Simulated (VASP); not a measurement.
Crystal: SiMo3.

```
Si Mo
1.0
     4.90645    0.00000    0.00000
     0.00000    4.90645    0.00000
     0.00000    0.00000    4.90645
Si Mo
2 6
Direct
  0.00000 0.00000 0.00000
  0.50000 0.50000 0.50000
  0.25000 0.00000 0.50000
  0.50000 0.75000 0.00000
  0.75000 0.00000 0.50000
  0.50000 0.25000 0.00000
  0.00000 0.50000 0.75000
  0.00000 0.50000 0.25000
```

* Program: VASP 6.6.1
* Task: relaxation of cell and atoms
* Functional: LDA
* Potentials or basis: VASP PAW LDA potentials, release 64 (Si, Mo_sv)
* Cutoff: 600 eV
* k mesh: 8 × 8 × 8
* Occupations: gaussian, width 0.1 eV
* Spin: no spin polarisation

At the start: pressure -10.3 GPa; volume 14.76 Å³/atom.

Task: Where does the relaxation end?

Result: Over 4 steps the energy falls by 19.5 meV/atom and the volume is 14.18 Å³/atom (-3.9 %); space group Pm-3n (No. 223, to 0.1 Å) before and after.

Step by step:
| step | energy change (eV) | largest force (eV/Å) | pressure (GPa) | volume (Å³) |
| --- | --- | --- | --- | --- |
| 1 | 0.0000 | 0.0000 | -10.32 | 118.11 |
| 2 | 0.9176 | 0.0000 | 34.56 | 102.59 |
| 3 | -0.1559 | 0.0000 | -0.46 | 113.62 |
| 4 | -0.1561 | 0.0000 | -0.05 | 113.46 |

Final structure:
```cif
data_structure
_symmetry_space_group_name_H-M 'P 1'
_symmetry_Int_Tables_number 1
_cell_length_a 4.8411
_cell_length_b 4.8411
_cell_length_c 4.8411
_cell_angle_alpha 90.000
_cell_angle_beta 90.000
_cell_angle_gamma 90.000
_cell_volume 113.46
loop_
_atom_site_label
_atom_site_type_symbol
_atom_site_fract_x
_atom_site_fract_y
_atom_site_fract_z
_atom_site_occupancy
Si1 Si 0.00000 0.00000 0.00000 1
Si2 Si 0.50000 0.50000 0.50000 1
Mo1 Mo 0.25000 0.00000 0.50000 1
Mo2 Mo 0.50000 0.75000 0.00000 1
Mo3 Mo 0.75000 0.00000 0.50000 1
Mo4 Mo 0.50000 0.25000 0.00000 1
Mo5 Mo 0.00000 0.50000 0.75000 1
Mo6 Mo 0.00000 0.50000 0.25000 1
```
